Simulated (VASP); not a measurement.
Input of a VASP 6.6.1 run:

INCAR

```
PREC = Accurate ; ENCUT = 600
EDIFF = 1E-7 ; ISMEAR = -1
SIGMA = 0.05 ; LREAL = F
LASPH = T ; NELM = 100
ALGO = Normal ; ISIF = 4
LWAVE = F ; LCHARG = F
GGA = PE ; IBRION = 2
NSW = 50 ; EDIFFG = -0.005
```

KPOINTS

```
regular mesh
0
Gamma
  12 12 6
```

The input POSCAR:

```
BN
1.0
    2.3714509815      0.0000000000      0.0000000000
   -1.1857254908      2.0537367938      0.0000000000
    0.0000000000      0.0000000000      3.9218054324
B N
2 2
Direct
    0.3333333333      0.6666666667      0.0006889995
    0.6666666667      0.3333333333      0.5006889995
    0.3333333333      0.6666666667      0.3753110005
    0.6666666667      0.3333333333      0.8753110005
```

Potentials or basis: VASP PAW PBE potentials, release 64 (B, N).

Command:

```bash
$ cat potpaw_PBE.64/B/POTCAR potpaw_PBE.64/N/POTCAR > POTCAR
$ mpirun -np 1 vasp_std > vasp.out
```

Question: What does it give for the band gap on the k mesh?

Answer: 4.60 eV (least direct gap 9.21 eV).

The path:
| step | energy change (eV) | largest force (eV/Å) | pressure (GPa) | volume (Å³) |
| --- | --- | --- | --- | --- |
| 1 | 0.0000 | 0.2099 | 125.16 | 19.10 |
| 2 | 0.0062 | 0.5655 | 124.94 | 19.10 |
| 3 | -0.0013 | 0.0157 | 125.06 | 19.10 |
| 4 | -0.0013 | 0.0154 | 125.01 | 19.10 |
| 5 | -0.0015 | 0.0001 | 125.03 | 19.10 |

A k mesh can miss the band edges.
